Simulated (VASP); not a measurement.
The system is Y2Fe.

```
Y Fe
1.0
     4.01021    0.00000    0.00000
    -2.00511    3.47295    0.00000
     0.00000    0.00000    4.32996
Y Fe
2 1
Direct
  0.33333 0.66667 0.50000
  0.66667 0.33333 0.50000
  0.00000 0.00000 0.00000
```

- Program: VASP 6.6.1
- Task: relaxation of cell and atoms
- Functional: PBE
- Potentials or basis: VASP PAW PBE potentials, release 64 (Y_sv, Fe)
- Cutoff: 600 eV
- k mesh: 6 × 6 × 4
- Occupations: gaussian, width 0.1 eV
- Spin: collinear spin
- Starting moments: [-0.13, -0.13, 2.93] μB

At the start: pressure 23.4 GPa; volume 20.10 Å³/atom.

Problem. How do energy, volume and symmetry change on relaxing?

Solution. Over 8 steps the energy falls by 1729.8 meV/atom and the volume is 23.27 Å³/atom (+15.8 %); space group P6/mmm (No. 191, to 0.1 Å) before and after; moment 2.26 μB per cell.

Step by step:
```
step  energy change (eV)  largest force (eV/Å)  pressure (GPa)  volume (Å³)
   1              0.0000                0.0000           23.40        60.30
   2             -3.9814                0.0000           -6.30        86.22
   3             -4.1325                0.0000           -6.79        87.83
   4             -5.1101                0.0000           -3.32        75.60
   5             -5.1676                0.0000           -1.91        73.19
   6             -5.1725                0.0000           -1.48        72.37
   7             -5.1723                0.0000           -1.34        72.06
   8             -5.1893                0.0000           -0.06        69.82
```

Final structure:
```
CELL_PARAMETERS angstrom
5.10680 0.00000 0.00000
-2.55340 4.42262 0.00000
0.00000 0.00000 3.09123
ATOMIC_POSITIONS crystal
Y 0.33333 0.66667 0.50000
Y 0.66667 0.33333 0.50000
Fe 0.00000 0.00000 0.00000
```

Caveat: the k points lie up to 0.51 Å⁻¹ apart in the final cell; the volume moved by over 15 % at a fixed basis, so the end points are rough.
